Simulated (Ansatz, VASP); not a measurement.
## One calculation of Os, two programs

INCAR

```
SYSTEM = Os
PREC = Accurate
ENCUT = 520
EDIFF = 1E-6
ISMEAR = -1
SIGMA = 0.1
LREAL = .FALSE.
LASPH = .TRUE.
NELM = 80
ALGO = Normal
ISIF = 2
LWAVE = .FALSE.
LCHARG = .FALSE.
NBANDS = 15
```

The input KPOINTS:

```
regular mesh
0
G
  11 11 11
  0 0 0
```

File POSCAR:

```
Os
1.0
    0.0000000000      2.6613198725      2.6613198725
    2.6613198725      0.0000000000      2.6613198725
    2.6613198725      2.6613198725      0.0000000000
Os
2
Direct
    0.1250000000      0.1250000000      0.1250000000
    0.8750000000      0.8750000000      0.8750000000
```

Input for Ansatz:

```yaml
crystal:
  lattice:
    - [0.0, 2.6613198725, 2.6613198725]
    - [2.6613198725, 0.0, 2.6613198725]
    - [2.6613198725, 2.6613198725, 0.0]
  atoms:
    - { symbol: Os, position: [0.125, 0.125, 0.125] }
    - { symbol: Os, position: [0.875, 0.875, 0.875] }
hamiltonian:
  xc: lda
  pseudopotentials:
    kind: paw
    azcp:
      Os: "pseudopotentials/Os.paw.azcp"
basis:
  ecutwfc: 420
  fft_grid_basis: typed
kpoints:
  mp_grid: { grid: [11, 11, 11], shift: [0, 0, 0] }
magnetization:
  spin_polarized: false
scf:
  occupations: { method: fermi_dirac, width: 0.1 }
  lower_state_search: "off"
output:
  stress: true
```

Alike in both runs: task single point; functional LDA; k mesh 11 × 11 × 11; occupations fermi-dirac, width 0.1 eV; no spin polarisation.

```csv
,VASP,Ansatz
version,VASP 6.6.1,Ansatz 0.2.0
potentials or method,"VASP PAW LDA potentials, release 64 (Os), cutoff 520 eV","plane waves (420 eV) with PAW, scalar-relativistic"
valence electrons in the cell,16,32
```

|  | VASP | Ansatz | Ansatz less VASP |
| --- | --- | --- | --- |
| pressure (GPa) | 21.1 | 23.4 | +2.38 |

Ansatz warns that its potentials were made for another functional, while VASP's fit it. LDA's correlation is that of Perdew and Zunger in VASP and of Perdew and Wang (1992) in Ansatz. VASP's potentials hold 16 valence electrons a cell and Ansatz's 32, so a difference there can come from the potentials and not from the codes.

Neither program's run includes spin-orbit coupling.
